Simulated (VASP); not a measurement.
# PbO (P1) in VASP: single point with PBE

Aim: the single point of PbO with PBE.

All numbers are computed with VASP 6.6.1; they aren't measurements. Logs are shortened: lines on timing, memory, paths and dates and some standing lists are left out, and cuts for length are marked.

**1. The cell of the first run**

The typed cell holds 4 atoms: a = 4.012 Å, b = 3.933 Å, c = 4.911 Å, α = 88.98°, β = 93.47°, γ = 91.38°.

**2. Single point, PBE (atoms moved at random and the cell strained at random)**

INCAR reads:

```
ALGO     = Normal         # electronic algorithm
EDIFF    = 1E-6           # SCF threshold, eV
ENCUT    = 600            # plane-wave cutoff, eV
GGA      = PE             # functional
GGA_COMPAT= False        
ISIF     = 2              # what is computed and relaxed
ISMEAR   = 0              # smearing method
LASPH    = True           # aspherical terms in the spheres
LCHARG   = False          # write CHGCAR
LREAL    = False          # projectors in reciprocal space
LWAVE    = False          # write WAVECAR
NBANDS   = 28             # bands
NELM     = 120            # most SCF steps
PREC     = Accurate       # precision mode
SIGMA    = 0.02           # smearing width, eV
```

KPOINTS reads:

```
k-points
0
Gamma
  8 8 6
```

POSCAR reads:

```
PbO
1.0
    4.0098516480     -0.0473748480     -0.1192320000
   -0.0473748480      3.9327880320      0.0340208640
   -0.1506600000      0.0429883200      4.9082014800
Pb O
2 2
Direct
    0.0485356280      0.5673384662      0.2599705695
    0.4871150362     -0.0087233293      0.8007462764
   -0.0148273953     -0.0395858494     -0.0367363600
    0.4791767311      0.4809681965     -0.0239824771
```

Potentials or basis: VASP PAW PBE potentials, release 64 (Pb_d, O).

On the command line:

```console
$ cat potpaw_PBE.64/Pb_d/POTCAR potpaw_PBE.64/O/POTCAR > POTCAR
$ mpirun -np 1 vasp_std > vasp.out
```

OUTCAR:

```text
EDIFF = 1E-6
   ENCUT = 600
   GGA = PE
   ISIF = 2
   ISMEAR = 0
   LASPH = True
   LREAL = False
   NELM = 120
   PREC = Accurate

 ion  position               nearest neighbor table
   1  0.049  0.567  0.260-   3 2.11   4 2.32   4 2.62   3 2.82   2 3.34   2 3.52   2 3.52   2 3.76
                             2 3.82   2 3.83   2 4.00
   2  0.487  0.991  0.801-   3 2.11   4 2.13   4 2.17   3 2.21   1 3.34   1 3.52   1 3.52   1 3.76
                             1 3.82   1 3.83   1 4.00
   3  0.985  0.960  0.963-   2 2.11   1 2.11   2 2.21   1 2.82
   4  0.479  0.481  0.976-   2 2.13   2 2.17   1 2.32   1 2.62

  LATTYP: Found a triclinic cell.
 ALAT       =     4.0119036485
 B/A-ratio  =     1.5330416225
 C/A-ratio  =     0.9803875777
 COS(alpha) =     0.0015359066
 COS(beta)  =     0.0241029730
 COS(gamma) =     0.6040150680

  Lattice vectors:

 A1 = (   4.0098516480,  -0.0473748480,  -0.1192320000)
 A2 = (   3.8591916480,  -0.0043865280,   4.7889694800)
 A3 = (   0.0473748480,  -3.9327880320,  -0.0340208640)

Analysis of symmetry for initial positions (statically):
=====================================================================
 Subroutine PRICEL returns:
 Original cell was already a primitive cell.

 Routine SETGRP: Setting up the symmetry group for a
 triclinic supercell.

 Subroutine GETGRP returns: Found  1 space group operations
 (whereof  1 operations were pure point group operations)
 out of a pool of  2 trial point group operations.

The static configuration has the point symmetry C_1 .

Analysis of symmetry for dynamics (positions and initial velocities):
=====================================================================
 Subroutine PRICEL returns:
 Original cell was already a primitive cell.

 Routine SETGRP: Setting up the symmetry group for a
 triclinic supercell.

 Subroutine GETGRP returns: Found  1 space group operations
 (whereof  1 operations were pure point group operations)
 out of a pool of  2 trial point group operations.

The dynamic configuration has the point symmetry C_1 .

 Subroutine INISYM returns: Found  1 space group operations
 (whereof  1 operations are pure point group operations),
 and found     1 'primitive' translations

----------------------------------------------------------------------------------------

                                     Primitive cell

  volume of cell :      77.3148

  direct lattice vectors                    reciprocal lattice vectors
     4.009851648 -0.047374848 -0.119232000     0.249647628  0.002941219  0.007637314
    -0.047374848  3.932788032  0.034020864     0.002941219  0.254326458 -0.002137227
    -0.150660000  0.042988320  4.908201480     0.006044154 -0.001691397  0.203940960

  length of vectors
     4.011903649  3.933220500  4.910701396     0.249781740  0.254352444  0.204037516

  position of ions in fractional coordinates (direct lattice)
     0.048535628  0.567338466  0.259970569
     0.487115036  0.991276671  0.800746276
     0.985172605  0.960414151  0.963263640
     0.479176731  0.480968197  0.976017523

  ion indices of the primitive-cell ions
   primitive index   ion index
                 1           1
                 2           2
                 3           3
                 4           4

----------------------------------------------------------------------------------------

 KPOINTS: k-points

Automatic generation of k-mesh.
 Grid dimensions read from file:
 generate k-points for:    8    8    6

 Generating k-lattice:

  Cartesian coordinates                     Fractional coordinates (reciprocal lattice)
     0.031205953  0.000367652  0.000954664     0.125000000 -0.000000000 -0.000000000
     0.000367652  0.031790807 -0.000267153    -0.000000000  0.125000000  0.000000000
     0.001007359 -0.000281900  0.033990160     0.000000000 -0.000000000  0.166666667

  Length of vectors
     0.031222717  0.031794055  0.034006253

  Shift w.r.t. Gamma in fractional coordinates (k-lattice)
     0.000000000  0.000000000  0.000000000

 Subroutine IBZKPT returns following result:
 ===========================================

 Found    196 irreducible k-points:

 Following reciprocal coordinates:
            Coordinates               Weight
  0.000000  0.000000  0.000000      1.000000
  0.125000  0.000000  0.000000      2.000000
  0.250000  0.000000  0.000000      2.000000
  0.375000  0.000000  0.000000      2.000000
  0.500000  0.000000  0.000000      1.000000
 -0.000000  0.125000 -0.000000      2.000000
[... 16 lines left out ...]
  0.125000  0.375000  0.000000      2.000000
  0.250000  0.375000  0.000000      2.000000
 [... further k-points ...]
   k-points           NKPTS =    196   k-points in BZ     NKDIM =    196   number of bands    NBANDS=     28
   number of dos      NEDOS =    301   number of ions     NIONS =      4
   total plane-waves  NPLWV =  40960
   dimension x,y,z NGX =    32 NGY =   32 NGZ =   40
   dimension x,y,z NGXF=    64 NGYF=   64 NGZF=   80
   ions per type =               2   2
   NGX,Y,Z   is equivalent  to a cutoff of  13.26, 13.53, 13.54 a.u.
   NGXF,Y,Z  is equivalent  to a cutoff of  26.52, 27.05, 27.08 a.u.
 SYSTEM =  unknown system
   PREC   = accura    normal or accurate (medium, high low for compatibility)
   ISTART =      0    job   : 0-new  1-cont  2-samecut
   ICHARG =      2    charge: 1-file 2-atom 10-const
   ISPIN  =      1    spin polarized calculation?
   LNONCOLLINEAR =      F non collinear calculations
   LSORBIT =      F    spin-orbit coupling
   LASPH  =      T    aspherical Exc in radial PAW
   ENCUT  =  600.0 eV  44.10 Ry    6.64 a.u.   8.01  7.86  9.81*2*pi/ulx,y,z
   NELM   =    120;   NELMIN=  2; NELMDL= -5     # of ELM steps
   EDIFF  = 0.1E-05   stopping-criterion for ELM
   LREAL  =      F    real-space projection
   EDIFFG = 0.1E-04   stopping-criterion for IOM
   NSW    =      0    number of steps for IOM
   IBRION =     -1    ionic relax: 0-MD 1-quasi-New 2-CG
   NFREE  =      0    steps in history (QN), initial steepest desc. (CG)
   ISIF   =      2    stress and relaxation
   ISYM   =      2    0-nonsym 1-usesym 2-fastsym
   POTIM  = 0.5000    time-step for ionic-motion
   TEBEG  =    0.0;   TEEND  =   0.0 temperature during run
   PSTRESS=    0.0 pullay stress
   NELECT =      40.0000    total number of electrons
   NUPDOWN=      -1.0000    fix difference up-down
   EMIN   =  10.00;   EMAX   =-10.00  energy-range for DOS
   EFERMI =   0.00;   METHOD = LEGACY
   ISMEAR =     0;   SIGMA  =   0.02  broadening in eV -4-tet -1-fermi 0-gaus
   EFERMI_NEDOS =   21; number of points for ismear=-14 and -15
   IALGO  =     38    algorithm
   IMIX   =      4    mixing-type and parameters
     AMIX     =   0.40;   BMIX     =  1.00
     AMIX_MAG =   1.60;   BMIX_MAG =  1.00
  volume/ion in A,a.u.               =      19.33       130.44
  Fermi-wavevector in a.u.,A,eV,Ry     =   1.314238  2.483549 23.500270  1.727221
  Thomas-Fermi vector in A             =   2.444505
   LORBIT       =      0    0 simple, 1 ext, 2 COOP (PROOUT), +10 PAW based schemes
   GGA     = PE    functional components
   LHFCALC =     F    Hartree Fock is set to
   AEXX    =    0.0000 exact exchange contribution
   IVDW    =     0    specifies the selected vdW correction
   LEPSILON=     F    determine dielectric tensor
   LRPA    =     F    only Hartree local field effects (RPA)
 non-spin polarized calculation
 Gauss-broadening in eV      SIGMA  =   0.02
  energy-cutoff  :      600.00
  volume of cell :       77.31
 maximum number of plane-waves:      2604
   NGX = 17   NGY = 15   NGZ = 19

 number of electron      40.0000002 magnetization

 Free energy of the ion-electron system (eV)
  ---------------------------------------------------
  ext. energy  EPLUGINS =         0.00000000
  ---------------------------------------------------
  free energy    TOTEN  =       -20.20082366 eV

  energy without entropy =      -20.20082366  energy(sigma->0) =      -20.20082366

 E-fermi :   5.6438     XC(G=0):  -9.9544

 val. band max:        5.4891730998   @ k =  -0.0000   0.2500  -0.0000
 cond. band min:       6.7337499384   @ k =   0.5000   0.5000   0.0000
 fundamental gap:      1.2445768386
 Fermi energy:         5.6438242542

 k-point     1 :       0.0000    0.0000    0.0000
  band No.  band energies     occupation
      1     -13.7541      2.00000
      2     -13.1297      2.00000
      3     -10.8987      2.00000
      4     -10.8665      2.00000
      5     -10.8271      2.00000
      6     -10.7825      2.00000
[... 20 lines left out ...]
     27      13.7835      0.00000
     28      14.4433      0.00000

 k-point     2 :       0.1250    0.0000    0.0000
  band No.  band energies     occupation
      1     -13.7051      2.00000
      2     -13.1335      2.00000
      3     -10.8975      2.00000
      4     -10.8557      2.00000
      5     -10.8272      2.00000
      6     -10.7799      2.00000
[... 20 lines left out ...]
     27      13.8710      0.00000
     28      14.7512      0.00000

 k-point     3 :       0.2500    0.0000    0.0000
  band No.  band energies     occupation
      1     -13.5795      2.00000
      2     -13.1485      2.00000
      3     -10.8899      2.00000
      4     -10.8358      2.00000
      5     -10.8281      2.00000
      6     -10.7684      2.00000
[... 20 lines left out ...]
     27      14.0323      0.00000
     28      16.2014      0.00000

 k-point     4 :       0.3750    0.0000    0.0000
  band No.  band energies     occupation
      1     -13.4336      2.00000
      2     -13.1819      2.00000
      3     -10.8799      2.00000
      4     -10.8366      2.00000
      5     -10.8131      2.00000
      6     -10.7515      2.00000
[... 20 lines left out ...]
     27      14.2910      0.00000
     28      15.9391      0.00000

 k-point     5 :       0.5000    0.0000    0.0000
  band No.  band energies     occupation
      1     -13.3526      2.00000
      2     -13.2158      2.00000
      3     -10.8753      2.00000
      4     -10.8394      2.00000
      5     -10.8052      2.00000
      6     -10.7432      2.00000
[... 20 lines left out ...]
     27      14.7383      0.00000
     28      15.2190      0.00000

 k-point     6 :      -0.0000    0.1250   -0.0000
  band No.  band energies     occupation
      1     -13.7280      2.00000
      2     -13.1063      2.00000
      3     -10.8911      2.00000
      4     -10.8636      2.00000
      5     -10.8260      2.00000
      6     -10.7763      2.00000
[... 463 lines left out ...]
      5     -10.8157      2.00000
      6     -10.7528      2.00000
[... 20 lines left out ...]
     27      14.8128      0.00000
     28      15.5585      0.00000

 k-point    22 :       0.0000    0.3750    0.0000
  band No.  band energies     occupation
      1     -13.6239      2.00000
      2     -12.9696      2.00000
      3     -10.8739      2.00000
      4     -10.8468      2.00000
      5     -10.8208      2.00000
      6     -10.7271      2.00000
[... 20 lines left out ...]
     27      14.5174      0.00000
     28      15.9679      0.00000

 k-point    23 :       0.1250    0.3750    0.0000
  band No.  band energies     occupation
      1     -13.5792      2.00000
      2     -12.9757      2.00000
      3     -10.8728      2.00000
      4     -10.8418      2.00000
      5     -10.8082      2.00000
      6     -10.7170      2.00000
[... 20 lines left out ...]
     27      14.9688      0.00000
     28      15.4965      0.00000

 k-point    24 :       0.2500    0.3750    0.0000
  band No.  band energies     occupation
      1     -13.4779      2.00000
      2     -12.9828      2.00000
      3     -10.8685      2.00000
      4     -10.8391      2.00000
      5     -10.7846      2.00000
      6     -10.6821      2.00000
[... 20 lines left out ...]
     27      14.4030      0.00000
     28      15.7749      0.00000

 [... further k-points ...]

------------------------ aborting loop because EDIFF is reached ----------------------------------------

  FORCE on cell =-STRESS in cart. coord.  units (eV):
  Direction    XX          YY          ZZ          XY          YZ          ZX
  --------------------------------------------------------------------------------------
  -------------------------------------------------------------------------------------
  Total        7.2902645      8.3844830      4.9867974      0.4218161     -2.3766689      0.1811880
  in kB      151.0745443    173.7497940    103.3403048      8.7412022    -49.2511865      3.7547194
  external PRESSURE =     142.7215477 kB  Pullay stress =       0.0000000 kB

 VOLUME and BASIS-vectors are now :
 -----------------------------------------------------------------------------
  energy-cutoff  :      600.00
  volume of cell :       77.31
      direct lattice vectors                 reciprocal lattice vectors
     4.009851648 -0.047374848 -0.119232000     0.249647628  0.002941219  0.007637314
    -0.047374848  3.932788032  0.034020864     0.002941219  0.254326458 -0.002137227
    -0.150660000  0.042988320  4.908201480     0.006044154 -0.001691397  0.203940960

 POSITION                                       TOTAL-FORCE (eV/Angst)
 -----------------------------------------------------------------------------------
      0.12858      2.24010      1.28950        -0.345025     -1.543205      0.663033
      1.78566      3.90983      3.90587        -0.440440      0.302752     -4.254940
      3.75977      3.77184      4.64310         0.690507      0.958215      1.262042
      1.75160      1.91080      4.74972         0.094958      0.282238      2.329865
 -----------------------------------------------------------------------------------
    total drift:                               -0.000277      0.000177     -0.001056

  FREE ENERGIE OF THE ION-ELECTRON SYSTEM (eV)
  ---------------------------------------------------
  free  energy   TOTEN  =       -20.2008236563 eV

  energy  without entropy=      -20.2008236563  energy(sigma->0) =      -20.20082366
```

It took 12 min on 1 thread of Oxide Virtual Turin-like, shared host; peak memory 0.47 GiB.

What came out:

| Property | Result |
| --- | --- |
| Free energy | -20.2008 eV |
| Pressure | 14.3 GPa |
| Largest force | 4.288 eV/Å |
| Band gap on the k mesh | 1.24 eV (least direct gap 1.91 eV) |

Forces on the atoms (eV/Å):
```
Pb  -0.345 -1.543  0.663
Pb  -0.440  0.303 -4.255
O    0.691  0.958  1.262
O    0.095  0.282  2.330
```

Caveat: the cell differs from its parent crystal (atoms moved at random and the cell strained at random); the stress differs along the axes, from 10 to 17 GPa; spin-orbit coupling is left out, which moves the levels of the heavy elements; forces of over 1 eV/Å act on the atoms, so gaps and moduli don't describe the material at rest.
